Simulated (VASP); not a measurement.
# Ge4H in VASP: a series of runs

Ge4H is run at these levels: PBE+D3(BJ); tasks: single point.

Everything below comes from runs of VASP 6.6.1. Logs are shortened: lines on timing, memory, paths and dates and some standing lists are left out, and cuts for length are marked.

## 1. The cell of the first run

The cell holds a slab with vacuum, 20 atoms: a = 8.060 Å, b = 8.060 Å, c = 21.643 Å, α = 90.00°, β = 90.00°, γ = 120.00°.

## 2. Single point, PBE+D3(BJ)

INCAR reads:

```
SYSTEM = Ge4H
ALGO = Normal ; DIPOL = 0.5 0.5 0.502
EDIFF = 1E-6 ; ENCUT = 520
GGA = PE ; IDIPOL = 3
ISIF = 2 ; ISMEAR = 0
IVDW = 12 ; LASPH = .True.
LCHARG = .False. ; LDIPOL = .True.
LREAL = Auto ; LWAVE = .False.
NBANDS = 130 ; NELM = 60
PREC = Accurate ; SIGMA = 0.1
```

KPOINTS reads:

```
k-points
0
Gamma
  3 3 1
  0 0 0
```

POSCAR reads:

```
Ge4H
1.0
    8.0601468066      0.0000000000      0.0000000000
   -4.0300734033      6.9802918927      0.0000000000
    0.0000000000      0.0000000000     21.6431764433
Ge H
16 4
Direct
    0.6666666667      0.3333333333      0.4403235368
    0.6666666667      0.8333333333      0.4403235368
    0.1666666667      0.3333333333      0.4403235368
    0.1666666667      0.8333333333      0.4403235368
    0.5000000000      0.5000000000      0.4783325274
    0.5000000000      0.0000000000      0.4783325274
    0.0000000000      0.5000000000      0.4783325274
    0.0000000000      0.0000000000      0.4783325274
    0.0000000000      0.5000000000      0.5922758592
    0.0000000000      0.0000000000      0.5922758592
    0.5000000000      0.5000000000      0.5922758592
    0.5000000000      0.0000000000      0.5922758592
    0.8333333333      0.6666666667      0.6300929280
    0.8333333333      0.1666666667      0.6300929280
    0.3333333333      0.6666666667      0.6300929280
    0.3333333333      0.1666666667      0.6300929280
    0.6666666667      0.3333333333      0.3681940001
    0.6666666667      0.8333333333      0.3681940001
    0.1666666667      0.3333333333      0.3681940001
    0.1666666667      0.8333333333      0.3681940001
```

Potentials or basis: VASP PAW PBE potentials, release 64 (Ge_d, H).

Started as:

```console
cat potpaw_PBE.64/Ge_d/POTCAR potpaw_PBE.64/H/POTCAR > POTCAR
mpirun -np 1 vasp_std > vasp.out
```

OUTCAR:

```text
SYSTEM = Ge4H
   EDIFF = 1E-6
   ENCUT = 520
   GGA = PE
   ISIF = 2
   ISMEAR = 0
   IVDW = 12
   LASPH = .True.
   LREAL = Auto
   NELM = 60
   PREC = Accurate
 IVDW          = 12

 ion  position               nearest neighbor table
   1  0.667  0.333  0.440-  17 1.56   6 2.47   7 2.47   5 2.47
   2  0.667  0.833  0.440-  18 1.56   5 2.47   8 2.47   6 2.47
   3  0.167  0.333  0.440-  19 1.56   8 2.47   5 2.47   7 2.47
   4  0.167  0.833  0.440-  20 1.56   7 2.47   6 2.47   8 2.47
   5  0.500  0.500  0.478-  11 2.47   2 2.47   3 2.47   1 2.47
   6  0.500  0.000  0.478-  12 2.47   1 2.47   4 2.47   2 2.47
   7  0.000  0.500  0.478-   9 2.47   4 2.47   1 2.47   3 2.47
   8  0.000  0.000  0.478-  10 2.47   3 2.47   2 2.47   4 2.47
   9  0.000  0.500  0.592-   7 2.47  14 2.47  15 2.47  13 2.47
  10  0.000  0.000  0.592-   8 2.47  13 2.47  16 2.47  14 2.47
  11  0.500  0.500  0.592-   5 2.47  16 2.47  13 2.47  15 2.47
  12  0.500  0.000  0.592-   6 2.47  15 2.47  14 2.47  16 2.47
  13  0.833  0.667  0.630-  10 2.47  11 2.47   9 2.47
  14  0.833  0.167  0.630-   9 2.47  12 2.47  10 2.47
  15  0.333  0.667  0.630-  12 2.47   9 2.47  11 2.47
  16  0.333  0.167  0.630-  11 2.47  10 2.47  12 2.47
  17  0.667  0.333  0.368-   1 1.56
  18  0.667  0.833  0.368-   2 1.56
  19  0.167  0.333  0.368-   3 1.56
  20  0.167  0.833  0.368-   4 1.56

  LATTYP: Found a hexagonal cell.
 ALAT       =     8.0601468066
 C/A-ratio  =     2.6852087143

  Lattice vectors:

 A1 = (   8.0601468066,   0.0000000000,   0.0000000000)
 A2 = (  -4.0300734033,   6.9802918927,   0.0000000000)
 A3 = (   0.0000000000,   0.0000000000,  21.6431764433)

Analysis of symmetry for initial positions (statically):
=====================================================================
 Subroutine PRICEL returns following result:

  LATTYP: Found a hexagonal cell.
 ALAT       =     4.0300734033
 C/A-ratio  =     5.3704174285

  Lattice vectors:

 A1 = (   4.0300734033,   0.0000000000,   0.0000000000)
 A2 = (  -2.0150367017,   3.4901459463,   0.0000000000)
 A3 = (   0.0000000000,   0.0000000000,  21.6431764433)

   4 primitive cells build up your supercell.

 Routine SETGRP: Setting up the symmetry group for a
 hexagonal supercell.

 Subroutine GETGRP returns: Found  6 space group operations
 (whereof  6 operations were pure point group operations)
 out of a pool of 24 trial point group operations.

The static configuration has the point symmetry C_3v.

Analysis of symmetry for dynamics (positions and initial velocities):
=====================================================================
 Subroutine PRICEL returns following result:

  LATTYP: Found a hexagonal cell.
 ALAT       =     4.0300734033
 C/A-ratio  =     5.3704174285

  Lattice vectors:

 A1 = (   4.0300734033,   0.0000000000,   0.0000000000)
 A2 = (  -2.0150367017,   3.4901459463,   0.0000000000)
 A3 = (   0.0000000000,   0.0000000000,  21.6431764433)

   4 primitive cells build up your supercell.

 Routine SETGRP: Setting up the symmetry group for a
 hexagonal supercell.

 Subroutine GETGRP returns: Found  6 space group operations
 (whereof  6 operations were pure point group operations)
 out of a pool of 24 trial point group operations.

The dynamic configuration has the point symmetry C_3v.

 Subroutine INISYM returns: Found  6 space group operations
 (whereof  6 operations are pure point group operations),
 and found     4 'primitive' translations

----------------------------------------------------------------------------------------

                                     Primitive cell

  volume of cell :     304.4231

  direct lattice vectors                    reciprocal lattice vectors
     4.030073403  0.000000000  0.000000000     0.248134438  0.143260485  0.000000000
    -2.015036702  3.490145946  0.000000000     0.000000000  0.286520969  0.000000000
     0.000000000  0.000000000 21.643176443     0.000000000  0.000000000  0.046203939

  length of vectors
     4.030073403  4.030073403 21.643176443     0.286520969  0.286520969  0.046203939

  position of ions in fractional coordinates (direct lattice)
     0.333333333  0.666666667  0.440323537
     1.000000000  0.000000000  0.478332527
     1.000000000  0.000000000  0.592275859
     0.666666667  0.333333333  0.630092928
     0.333333333  0.666666667  0.368194000

  ion indices of the primitive-cell ions
   primitive index   ion index
                 1           1
                 2           5
                 3          11
                 4          14
                 5          17

----------------------------------------------------------------------------------------

 KPOINTS: k-points

Automatic generation of k-mesh.
 Grid dimensions read from file:
 generate k-points for:    3    3    1

 Generating k-lattice:

  Cartesian coordinates                     Fractional coordinates (reciprocal lattice)
     0.041355740  0.023876747  0.000000000     0.333333333 -0.000000000  0.000000000
     0.000000000  0.047753495  0.000000000     0.000000000  0.333333333  0.000000000
     0.000000000  0.000000000  0.046203939     0.000000000  0.000000000  1.000000000

  Length of vectors
     0.047753495  0.047753495  0.046203939

  Shift w.r.t. Gamma in fractional coordinates (k-lattice)
     0.000000000  0.000000000  0.000000000

 Subroutine IBZKPT returns following result:
 ===========================================

 Found      3 irreducible k-points:

 Following reciprocal coordinates:
            Coordinates               Weight
  0.000000  0.000000  0.000000      1.000000
  0.333333  0.000000  0.000000      6.000000
  0.333333  0.333333  0.000000      2.000000
   k-points           NKPTS =      3   k-points in BZ     NKDIM =      3   number of bands    NBANDS=    130
   number of dos      NEDOS =    301   number of ions     NIONS =     20
   total plane-waves  NPLWV = 583200
   dimension x,y,z NGX =    60 NGY =   60 NGZ =  162
   dimension x,y,z NGXF=   120 NGYF=  120 NGZF=  324
   ions per type =              16   4
   NGX,Y,Z   is equivalent  to a cutoff of  12.38, 12.38, 12.44 a.u.
   NGXF,Y,Z  is equivalent  to a cutoff of  24.75, 24.75, 24.89 a.u.
 SYSTEM =  Ge4H
   PREC   = accura    normal or accurate (medium, high low for compatibility)
   ISTART =      0    job   : 0-new  1-cont  2-samecut
   ICHARG =      2    charge: 1-file 2-atom 10-const
   ISPIN  =      1    spin polarized calculation?
   LNONCOLLINEAR =      F non collinear calculations
   LSORBIT =      F    spin-orbit coupling
   LASPH  =      T    aspherical Exc in radial PAW
   ENCUT  =  520.0 eV  38.22 Ry    6.18 a.u.  14.99 14.99 40.24*2*pi/ulx,y,z
   NELM   =     60;   NELMIN=  2; NELMDL= -5     # of ELM steps
   EDIFF  = 0.1E-05   stopping-criterion for ELM
   LREAL  =      T    real-space projection
   EDIFFG = 0.1E-04   stopping-criterion for IOM
   NSW    =      0    number of steps for IOM
   IBRION =     -1    ionic relax: 0-MD 1-quasi-New 2-CG
   NFREE  =      0    steps in history (QN), initial steepest desc. (CG)
   ISIF   =      2    stress and relaxation
   ISYM   =      2    0-nonsym 1-usesym 2-fastsym
   POTIM  = 0.5000    time-step for ionic-motion
   TEBEG  =    0.0;   TEEND  =   0.0 temperature during run
   PSTRESS=    0.0 pullay stress
   NELECT =     228.0000    total number of electrons
   NUPDOWN=      -1.0000    fix difference up-down
   EMIN   =  10.00;   EMAX   =-10.00  energy-range for DOS
   EFERMI =   0.00;   METHOD = LEGACY
   ISMEAR =     0;   SIGMA  =   0.10  broadening in eV -4-tet -1-fermi 0-gaus
   EFERMI_NEDOS =   21; number of points for ismear=-14 and -15
   IALGO  =     38    algorithm
   IMIX   =      4    mixing-type and parameters
     AMIX     =   0.40;   BMIX     =  1.00
     AMIX_MAG =   1.60;   BMIX_MAG =  1.00
  volume/ion in A,a.u.               =      60.88       410.87
  Fermi-wavevector in a.u.,A,eV,Ry     =   0.936571  1.769862 11.934552  0.877165
  Thomas-Fermi vector in A             =   2.063594
   LORBIT       =      0    0 simple, 1 ext, 2 COOP (PROOUT), +10 PAW based schemes
   GGA     = PE    functional components
   LHFCALC =     F    Hartree Fock is set to
   AEXX    =    0.0000 exact exchange contribution
   IVDW    =    12    specifies the selected vdW correction
   LEPSILON=     F    determine dielectric tensor
   LRPA    =     F    only Hartree local field effects (RPA)
 non-spin polarized calculation
 Gauss-broadening in eV      SIGMA  =   0.10
  energy-cutoff  :      520.00
  volume of cell :     1217.69
 maximum number of plane-waves:     32796
 NGX is ok and might be reduce to    60
   NGX = 29   NGY = 29   NGZ = 81

 dipolmoment           0.000000      0.000000     -0.150058 electrons x Angstroem

 number of electron     227.9999984 magnetization

 dipolmoment           0.000000      0.000000      0.031975 electrons x Angstroem

 Free energy of the ion-electron system (eV)
  ---------------------------------------------------
  ext. energy  EPLUGINS =         0.00000000
  ---------------------------------------------------
  free energy    TOTEN  =       -80.25076072 eV

  energy without entropy =      -80.15832005  energy(sigma->0) =      -80.20454039

 E-fermi :  -1.7591     XC(G=0):  -3.7578

 val. band max:       -1.7892990552   @ k =   0.3333   0.0000   0.0000
 cond. band min:      -1.6870439842   @ k =   0.0000   0.0000   0.0000
 fundamental gap:      0.1022550710
 Fermi energy:        -1.7591291541

 k-point     1 :       0.0000    0.0000    0.0000
  band No.  band energies     occupation
      1     -26.3048      2.00000
      2     -26.3048      2.00000
      3     -26.3048      2.00000
      4     -26.2967      2.00000
      5     -26.2967      2.00000
      6     -26.2967      2.00000
[... 118 lines left out ...]
    125       0.9848      0.00000
    126       0.9848      0.00000

 k-point     2 :       0.3333    0.0000    0.0000
  band No.  band energies     occupation
      1     -26.3148      2.00000
      2     -26.3148      2.00000
      3     -26.3029      2.00000
      4     -26.2992      2.00000
      5     -26.2972      2.00000
      6     -26.2966      2.00000
[... 118 lines left out ...]
    125       1.4363      0.00000
    126       1.7475      0.00000

 k-point     3 :       0.3333    0.3333    0.0000
  band No.  band energies     occupation
      1     -26.3226      2.00000
      2     -26.3067      2.00000
      3     -26.3067      2.00000
      4     -26.3067      2.00000
      5     -26.2976      2.00000
      6     -26.2976      2.00000
[... 118 lines left out ...]
    125       1.7297      0.00000
    126       1.7297      0.00000
 [bands above 126 left out]

------------------------ aborting loop because EDIFF is reached ----------------------------------------

 vacuum level on the upper side and lower side of the slab       (xc-potential included)         0.046        -0.055

 Edisp (eV)   -3.51275

 E8    (eV) :    -1.6149

  FORCE on cell =-STRESS in cart. coord.  units (eV):
  Direction    XX          YY          ZZ          XY          YZ          ZX
  --------------------------------------------------------------------------------------
  -------------------------------------------------------------------------------------
  Total       1.44076     1.44076    -0.67092    -0.00000    -0.00000     0.00000
  in kB       1.89568     1.89568    -0.88277    -0.00000    -0.00000     0.00000
  external pressure =        0.97 kB  Pullay stress =        0.00 kB

 VOLUME and BASIS-vectors are now :
 -----------------------------------------------------------------------------
  energy-cutoff  :      520.00
  volume of cell :     1217.69
      direct lattice vectors                 reciprocal lattice vectors
     8.060146807  0.000000000  0.000000000     0.124067219  0.071630242  0.000000000
    -4.030073403  6.980291893  0.000000000     0.000000000  0.143260485  0.000000000
     0.000000000  0.000000000 21.643176443     0.000000000  0.000000000  0.046203939

 POSITION                                       TOTAL-FORCE (eV/Angst)
 -----------------------------------------------------------------------------------
      4.03007      2.32676      9.53000        -0.000000      0.000000      0.077794
      2.01504      5.81691      9.53000        -0.000000      0.000000      0.077794
      0.00000      2.32676      9.53000        -0.000000      0.000000      0.077794
     -2.01504      5.81691      9.53000        -0.000000     -0.000000      0.077794
      2.01504      3.49015     10.35264        -0.000000      0.000000     -0.105882
      4.03007      0.00000     10.35264        -0.000000     -0.000000     -0.105882
[... 12 lines left out ...]
      0.00000      2.32676      7.96889         0.000000      0.000000      0.024202
     -2.01504      5.81691      7.96889         0.000000      0.000000      0.024202
 -----------------------------------------------------------------------------------
    total drift:                               -0.000000     -0.000001     -0.010663

  FREE ENERGIE OF THE ION-ELECTRON SYSTEM (eV)
  ---------------------------------------------------
  free  energy   TOTEN  =       -83.7635079637 eV

  energy  without entropy=      -83.6710673018  energy(sigma->0) =      -83.71728763

 vacuum level on the upper side and lower side of the slab         2.828         2.725
```

It took 15 min on 1 thread of Intel Xeon 6975P-C (Granite Rapids), shared host; peak memory 1.2 GiB.

What came out:

```yaml
Free_energy: -83.7635 eV
Largest_force: 0.106 eV/Å
Band_gap_on_the_k_mesh: zero (bands 114 and 115 overlap by 0.22 eV)
Dispersion_energy_per_atom: -0.176 eV
```

Forces in eV/Å, atoms in the order of the input:
```
Ge   0.000  0.000  0.078
Ge   0.000  0.000  0.078
Ge   0.000  0.000  0.078
Ge   0.000  0.000  0.078
Ge   0.000  0.000 -0.106
Ge   0.000  0.000 -0.106
Ge   0.000  0.000 -0.106
Ge   0.000  0.000 -0.106
Ge   0.000  0.000  0.001
Ge   0.000  0.000  0.001
Ge   0.000  0.000  0.001
Ge   0.000  0.000  0.001
Ge   0.000  0.000  0.003
Ge   0.000  0.000  0.003
Ge   0.000  0.000  0.003
Ge   0.000  0.000  0.003
H    0.000  0.000  0.024
H    0.000  0.000  0.024
H    0.000  0.000  0.024
H    0.000  0.000  0.024
```

Levels at points of the mesh, in eV from the Fermi level:
| k point | band 111 | band 112 | band 113 | band 114 | band 115 | band 116 | band 117 | band 118 |
| --- | --- | --- | --- | --- | --- | --- | --- | --- |
| (0.00, 0.00, 0.00) | -0.32 | -0.32 | -0.32 | -0.11 | 0.07 | 0.07 | 0.77 | 1.22 |

[end of part 1 of 2]

The gap in the log of VASP goes by the Fermi energy; the results here count the filled bands.